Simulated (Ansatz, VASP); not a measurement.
**One calculation of BN, two programs**

```
B N
1.0
     2.55394    0.00000    0.00000
    -1.27697    2.21178    0.00000
     0.00000    0.00000    4.22685
B N
2 2
Direct
  0.61580 0.23161 0.89326
  0.33333 0.66667 0.49972
  0.66667 0.33333 0.62528
  0.33333 0.66667 0.12528
```

Alike in both runs: task single point; functional PBE; k mesh 12 × 12 × 6; occupations gaussian, width 0.05 eV; no spin polarisation.

|  | VASP | Ansatz |
| --- | --- | --- |
| version | VASP 6.6.1 | Ansatz 0.2.0 |
| potentials or method | VASP PAW PBE potentials, release 64 (B, N), cutoff 520 eV | scalar-relativistic, plane waves, PAW |
| valence electrons in the cell | 16 | 16 |

```tsv
	VASP	Ansatz	Ansatz less VASP
gap on the k mesh at the Fermi level (eV)	none	none	-
rms of the force components (eV/Å)	11.188	11.110	-0.0787
```

Atom by atom the forces differ by 0.081 eV/Å (rms over components). A gap of «none» marks a metal or a gap that the smearing closes. With one functional, cell and mesh, what is left measures potentials, basis and numerics.
